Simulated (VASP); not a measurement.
A run of VASP 6.6.1 is set up as follows.

Contents of INCAR:

```
SYSTEM = C
ALGO     = Normal         ! electronic algorithm
EDIFF    = 1E-6           ! SCF threshold, eV
EDIFFG   = -0.005         ! ionic threshold
ENCUT    = 600            ! plane-wave cutoff, eV
GGA      = CA             ! functional
IBRION   = 2              ! ionic algorithm
ISIF     = 3              ! what is computed and relaxed
ISMEAR   = -1             ! smearing method
LASPH    = .TRUE.         ! aspherical terms in the spheres
LCHARG   = .FALSE.        ! write CHGCAR
LREAL    = .FALSE.        ! projectors in reciprocal space
LWAVE    = .FALSE.        ! write WAVECAR
NELM     = 80             ! most SCF steps
NSW      = 32             ! ionic steps
PREC     = Accurate       ! precision mode
PSTRESS  = 240.0        
SIGMA    = 0.1            ! smearing width, eV
```

File KPOINTS:

```
k-points
0
G
  24 24 24
  0 0 0
```

POSCAR

```
C
1.0
   -1.1297985942      1.1297985942      1.1297985942
    1.1297985942     -1.1297985942      1.1297985942
    1.1297985942      1.1297985942     -1.1297985942
C
1
Direct
    0.0000000000      0.0000000000      0.0000000000
```

Potentials or basis: VASP PAW LDA potentials, release 64 (C).

Run with:

```bash
$ cat potpaw_LDA.64/C/POTCAR > POTCAR
$ mpirun -np 1 vasp_std > vasp.out
```

Question: What does it give for the relaxed volume?

Answer: 5.78 Å³/atom.

Question: What does it give for the relaxed cell?

Answer: a = 1.958 Å, b = 1.958 Å, c = 1.958 Å, α = 109.47°, β = 109.47°, γ = 109.47°.

Final structure:
```cif
data_structure
_symmetry_space_group_name_H-M 'P 1'
_symmetry_Int_Tables_number 1
_cell_length_a 1.9578
_cell_length_b 1.9578
_cell_length_c 1.9578
_cell_angle_alpha 109.471
_cell_angle_beta 109.471
_cell_angle_gamma 109.471
_cell_volume 5.78
loop_
_atom_site_label
_atom_site_type_symbol
_atom_site_fract_x
_atom_site_fract_y
_atom_site_fract_z
_atom_site_occupancy
C1 C 0.00000 0.00000 0.00000 1
```

Caveat: the cell is relaxed towards a set pressure, so the run minimises the enthalpy, not the energy.
